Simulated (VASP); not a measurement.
The system is MgH2.

```xyz
24
Lattice="4.7219 0.0000 0.0000 0.0000 9.3058 0.0000 0.0000 0.0000 4.8703" Properties=species:S:1:pos:R:3 pbc="T T T"
Mg    1.2977    1.0963    0.1394
Mg    1.0633    8.2095    2.5745
Mg    3.4242    5.7492    2.2958
Mg    3.6587    1.0963    2.2958
Mg    3.6587    3.5566    4.7309
Mg    1.2977    3.5566    2.5745
Mg    1.0633    5.7492    0.1394
Mg    3.4242    8.2095    4.7309
H     2.4149    4.4180    1.1797
H     0.0539    4.4180    1.2555
H     0.0539    0.2349    3.6906
H     4.6680    4.8878    3.6148
H     1.5878    6.5498    1.8393
H     1.5878    7.4089    4.2744
H     2.3070    9.0709    1.2555
H     4.6680    9.0709    1.1797
H     3.9488    7.4089    3.0310
H     3.9488    6.5498    0.5959
H     2.4149    0.2349    3.6148
H     2.3070    4.8878    3.6906
H     3.1341    1.8969    0.5959
H     0.7732    2.7560    4.2744
H     0.7732    1.8969    1.8393
H     3.1341    2.7560    3.0310
```

Base run:

```yaml
Program: VASP 6.6.1
Functional: PBE
Potentials_or_basis: VASP PAW PBE potentials, release 64 (Mg, H)
Cutoff: 520 eV
k_mesh: 6 × 3 × 6
Occupations: fermi-dirac, width 0.02 eV
Spin: no spin polarisation
```

Its results: band gap on the k mesh 2.02 eV, direct; pressure 0.9 GPa; largest force 0.061 eV/Å.

Task: The run is repeated on the same cell with these changes: functional from PBE to r2SCAN. What comes out?

Result: Band gap on the k mesh 2.57 eV, direct; pressure -0.4 GPa; largest force 0.085 eV/Å.

r2SCAN gives the wider gap, since meta-GGAs in the generalised Kohn-Sham scheme recover part of the derivative discontinuity.

Caveats: the PAW data sets were made with another functional, which shifts forces and pressure a little (some runs).

A k mesh can miss the band edges.
